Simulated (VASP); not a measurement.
# TePb in VASP: a series of runs

TePb is run at these levels: r2SCAN; tasks: single point.

Program: VASP 6.6.1. These are calculated values, not measurements. Logs are shortened: lines on timing, memory, paths and dates and some standing lists are left out, and cuts for length are marked.

## (1) The cell of the first run

Symmetry: R-3m, No. 166, trigonal system. The conventional cell has a = 4.575 Å, b = 4.575 Å, c = 11.435 Å, α = 90.00°, β = 90.00°, γ = 120.00°. Pb (site symmetry -3m) has 6 Te at 3.26 Å within 4.3 Å. Te (site symmetry -3m) has 6 Pb at 3.26 Å within 4.3 Å.

## (2) Single point, r2SCAN (epitaxial 111 strain -1.0%)

File POSCAR:

```
TePb
1.0
    0.0439304361      3.2790893661      3.2790893661
    3.2790893661      0.0439304361      3.2790893661
    3.2790893661      3.2790893661      0.0439304361
Pb Te
1 1
Direct
    0.0000000000      0.0000000000      0.0000000000
    0.5000000000      0.5000000000      0.5000000000
```

File INCAR.step1:

```
ALGO     = Normal         # electronic algorithm
EDIFF    = 1E-4           # SCF threshold, eV
ENCUT    = 520            # plane-wave cutoff, eV
GGA      = PE             # functional
ISMEAR   = 0              # smearing method
LASPH    = T              # aspherical terms in the spheres
LCHARG   = F              # write CHGCAR
LREAL    = F              # projectors in reciprocal space
LWAVE    = T              # write WAVECAR
NBANDS   = 17             # bands
NELM     = 60             # most SCF steps
PREC     = Accurate       # precision mode
SIGMA    = 0.01           # smearing width, eV
```

File INCAR.step2:

```
ALGO     = Normal         # electronic algorithm
EDIFF    = 1E-6           # SCF threshold, eV
ENCUT    = 520            # plane-wave cutoff, eV
ISIF     = 2              # what is computed and relaxed
ISMEAR   = 0              # smearing method
ISTART   = 1            
LASPH    = T              # aspherical terms in the spheres
LCHARG   = T              # write CHGCAR
LELF     = T              # ELF
LMIXTAU  = T            
LREAL    = F              # projectors in reciprocal space
LVHAR    = T            
LWAVE    = F              # write WAVECAR
METAGGA  = R2SCAN         # meta-GGA
NBANDS   = 17             # bands
NELM     = 60             # most SCF steps
PREC     = Accurate       # precision mode
SIGMA    = 0.01           # smearing width, eV
```

File KPOINTS:

```
k-points
0
Gamma
  8 8 8
```

Potentials or basis: VASP PAW PBE potentials, release 64 (Pb_d, Te).

On the command line:

```bash
> cat potpaw_PBE.64/Pb_d/POTCAR potpaw_PBE.64/Te/POTCAR > POTCAR
> cp INCAR.step1 INCAR
> mpirun -np 1 vasp_std > vasp.out
> cp INCAR.step2 INCAR
> mpirun -np 1 vasp_std > vasp.out
```

OUTCAR:

```text
EDIFF = 1E-6
   ENCUT = 520
   ISIF = 2
   ISMEAR = 0
   ISTART = 1
   LASPH = T
   LREAL = F
   METAGGA = R2SCAN
   NELM = 60
   PREC = Accurate

 ion  position               nearest neighbor table
   1  0.000  0.000  0.000-   2 3.26   2 3.26   2 3.26   2 3.26   2 3.26   2 3.26
   2  0.500  0.500  0.500-   1 3.26   1 3.26   1 3.26   1 3.26   1 3.26   1 3.26

  LATTYP: Found a trigonal (rhomboedric) cell.
 ALAT       =     4.6375407303
 COS(alpha) =     0.5133510761

  Lattice vectors:

 A1 = (   0.0439304361,   3.2790893661,   3.2790893661)
 A2 = (   3.2790893661,   0.0439304361,   3.2790893661)
 A3 = (   3.2790893661,   3.2790893661,   0.0439304361)

Analysis of symmetry for initial positions (statically):
=====================================================================
 Subroutine PRICEL returns:
 Original cell was already a primitive cell.

 Routine SETGRP: Setting up the symmetry group for a
 trigonal (rhombohedral) supercell.

 Subroutine GETGRP returns: Found 12 space group operations
 (whereof 12 operations were pure point group operations)
 out of a pool of 12 trial point group operations.

The static configuration has the point symmetry D_3d.

Analysis of symmetry for dynamics (positions and initial velocities):
=====================================================================
 Subroutine PRICEL returns:
 Original cell was already a primitive cell.

 Routine SETGRP: Setting up the symmetry group for a
 trigonal (rhombohedral) supercell.

 Subroutine GETGRP returns: Found 12 space group operations
 (whereof 12 operations were pure point group operations)
 out of a pool of 12 trial point group operations.

The dynamic configuration has the point symmetry D_3d.

 Subroutine INISYM returns: Found 12 space group operations
 (whereof 12 operations are pure point group operations),
 and found     1 'primitive' translations

----------------------------------------------------------------------------------------

                                     Primitive cell

  volume of cell :      69.0993

  direct lattice vectors                    reciprocal lattice vectors
     0.043930436  3.279089366  3.279089366    -0.155580301  0.153523524  0.153523524
     3.279089366  0.043930436  3.279089366     0.153523524 -0.155580301  0.153523524
     3.279089366  3.279089366  0.043930436     0.153523524  0.153523524 -0.155580301

  length of vectors
     4.637540730  4.637540730  4.637540730     0.267103304  0.267103304  0.267103304

[... 79 lines left out ...]
   NELM   =     60;   NELMIN=  2; NELMDL=  0     # of ELM steps
   EDIFF  = 0.1E-05   stopping-criterion for ELM
   LREAL  =      F    real-space projection
   EDIFFG = 0.1E-04   stopping-criterion for IOM
   NSW    =      0    number of steps for IOM
   IBRION =     -1    ionic relax: 0-MD 1-quasi-New 2-CG
   NFREE  =      0    steps in history (QN), initial steepest desc. (CG)
   ISIF   =      2    stress and relaxation
   ISYM   =      2    0-nonsym 1-usesym 2-fastsym
   POTIM  = 0.5000    time-step for ionic-motion
   TEBEG  =    0.0;   TEEND  =   0.0 temperature during run
   PSTRESS=    0.0 pullay stress
   NELECT =      20.0000    total number of electrons
   NUPDOWN=      -1.0000    fix difference up-down
   EMIN   =  10.00;   EMAX   =-10.00  energy-range for DOS
   EFERMI =   0.00;   METHOD = LEGACY
   ISMEAR =     0;   SIGMA  =   0.01  broadening in eV -4-tet -1-fermi 0-gaus
   EFERMI_NEDOS =   21; number of points for ismear=-14 and -15
   IALGO  =     38    algorithm
   IMIX   =      4    mixing-type and parameters
     AMIX     =   0.40;   BMIX     =  1.00
     AMIX_MAG =   1.60;   BMIX_MAG =  1.00
  volume/ion in A,a.u.               =      34.55       233.15
  Fermi-wavevector in a.u.,A,eV,Ry     =   1.082913  2.046409 15.955556  1.172700
  Thomas-Fermi vector in A             =   2.218966
   LORBIT       =      0    0 simple, 1 ext, 2 COOP (PROOUT), +10 PAW based schemes
   METAGGA = R2SCAN    functional components
   LHFCALC =     F    Hartree Fock is set to
   AEXX    =    0.0000 exact exchange contribution
   IVDW    =     0    specifies the selected vdW correction
   LEPSILON=     F    determine dielectric tensor
   LRPA    =     F    only Hartree local field effects (RPA)
 non-spin polarized calculation
 Gauss-broadening in eV      SIGMA  =   0.01
  energy-cutoff  :      520.00
  volume of cell :       69.10
 maximum number of plane-waves:      1895
 NGX is ok and might be reduce to    36
   NGX = 17   NGY = 17   NGZ = 17

 number of electron      20.0000002 magnetization

 Free energy of the ion-electron system (eV)
  ---------------------------------------------------
  ext. energy  EPLUGINS =         0.00000000
  ---------------------------------------------------
  free energy    TOTEN  =       -82.70331235 eV

  energy without entropy =      -82.70331235  energy(sigma->0) =      -82.70331235

 E-fermi :   5.4173     XC(G=0):  -9.7007

 val. band max:        5.2880470391   @ k =   0.5000   0.5000   0.5000
 cond. band min:       6.2186453558   @ k =   0.5000   0.0000  -0.0000
 fundamental gap:      0.9305983167
 Fermi energy:         5.4173313681

 k-point     1 :       0.0000    0.0000    0.0000
  band No.  band energies     occupation
      1     -12.1366      2.00000
      2     -12.1366      2.00000
      3     -12.1263      2.00000
      4     -12.1263      2.00000
      5     -12.1252      2.00000
      6      -7.1093      2.00000
[... 457 lines left out ...]
      4     -12.1185      2.00000
      5     -12.1143      2.00000
      6      -6.3007      2.00000
[... 9 lines left out ...]
     16      14.1307      0.00000
     17      15.1002      0.00000

 [... further k-points ...]

------------------------ aborting loop because EDIFF is reached ----------------------------------------

  FORCE on cell =-STRESS in cart. coord.  units (eV):
  Direction    XX          YY          ZZ          XY          YZ          ZX
  --------------------------------------------------------------------------------------
  -------------------------------------------------------------------------------------
  Total        0.1724831      0.1724831      0.1724831     -0.0916434     -0.0916434     -0.0916434
  in kB        3.9992928      3.9992928      3.9992928     -2.1248956     -2.1248956     -2.1248956
  external PRESSURE =       3.9992928 kB  Pullay stress =       0.0000000 kB

 VOLUME and BASIS-vectors are now :
 -----------------------------------------------------------------------------
  energy-cutoff  :      520.00
  volume of cell :       69.10
      direct lattice vectors                 reciprocal lattice vectors
     0.043930436  3.279089366  3.279089366    -0.155580301  0.153523524  0.153523524
     3.279089366  0.043930436  3.279089366     0.153523524 -0.155580301  0.153523524
     3.279089366  3.279089366  0.043930436     0.153523524  0.153523524 -0.155580301

 POSITION                                       TOTAL-FORCE (eV/Angst)
 -----------------------------------------------------------------------------------
      0.00000      0.00000      0.00000         0.000000     -0.000000      0.000000
      3.30105      3.30105      3.30105        -0.000000      0.000000     -0.000000
 -----------------------------------------------------------------------------------
    total drift:                               -0.000000      0.000000      0.000000

  FREE ENERGIE OF THE ION-ELECTRON SYSTEM (eV)
  ---------------------------------------------------
  free  energy   TOTEN  =       -82.7033123545 eV

  energy  without entropy=      -82.7033123545  energy(sigma->0) =      -82.70331235
```

OSZICAR.step1:

```text
N       E                     dE             d eps       ncg     rms          rms(c)
DAV:   1     0.149840519369E+03    0.14984E+03   -0.91377E+03  2234   0.113E+03
DAV:   2     0.278626570502E+01   -0.14705E+03   -0.14238E+03  2340   0.291E+02
DAV:   3    -0.736395050575E+01   -0.10150E+02   -0.10095E+02  2838   0.828E+01
DAV:   4    -0.763772724203E+01   -0.27378E+00   -0.27362E+00  2870   0.154E+01
DAV:   5    -0.764829660956E+01   -0.10569E-01   -0.10569E-01  3149   0.267E+00    0.315E+00
DAV:   6    -0.751717863719E+01    0.13112E+00   -0.29275E-01  3158   0.369E+00    0.193E+00
DAV:   7    -0.751369682852E+01    0.34818E-02   -0.87160E-02  2703   0.140E+00    0.906E-01
DAV:   8    -0.751582837785E+01   -0.21315E-02   -0.10330E-02  2639   0.102E+00    0.152E-01
DAV:   9    -0.751564428319E+01    0.18409E-03   -0.15142E-03  3105   0.405E-01    0.687E-02
DAV:  10    -0.751568553211E+01   -0.41249E-04   -0.17125E-04  2302   0.975E-02
   1 F= -.75156855E+01 E0= -.75156855E+01  d E =-.320941E-27
```

Run time: 1.7 min. Hardware: 1 thread of Intel Xeon 6975P-C (Granite Rapids), shared host; peak memory 0.26 GiB.

Results:

```yaml
Free_energy: -82.7033 eV
Pressure: 0.4 GPa
Band_gap_on_the_k_mesh: 0.93 eV, indirect (least direct gap 1.05 eV)
```

Stress tensor (GPa, compression positive):
```
 0.40 -0.21 -0.21
-0.21  0.40 -0.21
-0.21 -0.21  0.40
```

Caveat: the cell differs from its parent crystal (epitaxial 111 strain -1.0%); the PAW data sets were made with another functional, which shifts forces and pressure a little; spin-orbit coupling is left out, which moves the levels of the heavy elements. A k mesh can miss the band edges.

## (3) Single point, r2SCAN (shear xy strain -1.5%)

File POSCAR:

```
TePb
1.0
   -0.0245087798      3.2678373030      3.2678373030
    3.2678373030     -0.0245087798      3.2678373030
    3.2433285233      3.2433285233      0.0000000000
Pb Te
1 1
Direct
    0.0000000000      0.0000000000      0.0000000000
    0.5000000000      0.5000000000      0.5000000000
```

File INCAR.step1:

```
ALGO = Normal ; EDIFF = 1E-4
ENCUT = 520 ; GGA = PE
ISMEAR = 0 ; LASPH = True
LCHARG = False ; LREAL = False
LWAVE = True ; NBANDS = 17
NELM = 80 ; PREC = Accurate
SIGMA = 0.01
```

File INCAR.step2:

```
ALGO = Normal ; EDIFF = 1E-6
ENCUT = 520 ; ISIF = 2
ISMEAR = 0 ; ISTART = 1
LASPH = True ; LCHARG = False
LMIXTAU = True ; LREAL = False
LWAVE = False ; METAGGA = R2SCAN
NBANDS = 17 ; NELM = 80
PREC = Accurate ; SIGMA = 0.01
```

KPOINTS is that of step 2.

Potentials or basis: VASP PAW PBE potentials, release 64 (Pb_d, Te).

On the command line:

```bash
> cat potpaw_PBE.64/Pb_d/POTCAR potpaw_PBE.64/Te/POTCAR > POTCAR
> cp INCAR.step1 INCAR
> mpirun -np 1 vasp_std > vasp.out
> cp INCAR.step2 INCAR
> mpirun -np 1 vasp_std > vasp.out
```

Run time: 6.5 min. Hardware: 1 thread of AMD EPYC 7R43 (Zen 3), shared host; peak memory 0.26 GiB.

The run converged. Its results:

| Quantity | Value |
| --- | --- |
| Free energy | -82.7054 eV |
| Pressure | 0.0 GPa |
| Band gap on the k mesh | 1.02 eV, indirect (least direct gap 1.08 eV) |

Stress tensor (GPa, compression positive):
```
-0.03  0.23  0.00
 0.23 -0.03  0.00
 0.00  0.00 -0.03
```

Levels at points of the mesh, in eV from the valence-band top:
```
           k point  band 8  band 9  band 10  band 11  band 12  band 13
(0.00, 0.00, 0.00)   -1.45   -1.39    -1.32     4.26     4.28     4.31
(0.50, 0.00, 0.00)   -0.93   -0.89     0.00     1.09     1.49     1.53
(0.50, 0.50, 0.00)   -4.44   -2.86    -2.72     3.71     5.64     5.71
(0.00, 0.00, 0.50)   -0.97   -0.94    -0.07     1.02     1.42     1.47
(0.50, 0.00, 0.50)   -4.44   -2.79    -2.79     3.71     5.67     5.67
```

Caveat: the cell differs from its parent crystal (shear xy strain -1.5%); the PAW data sets were made with another functional, which shifts forces and pressure a little; spin-orbit coupling is left out, which moves the levels of the heavy elements. A k mesh can miss the band edges.
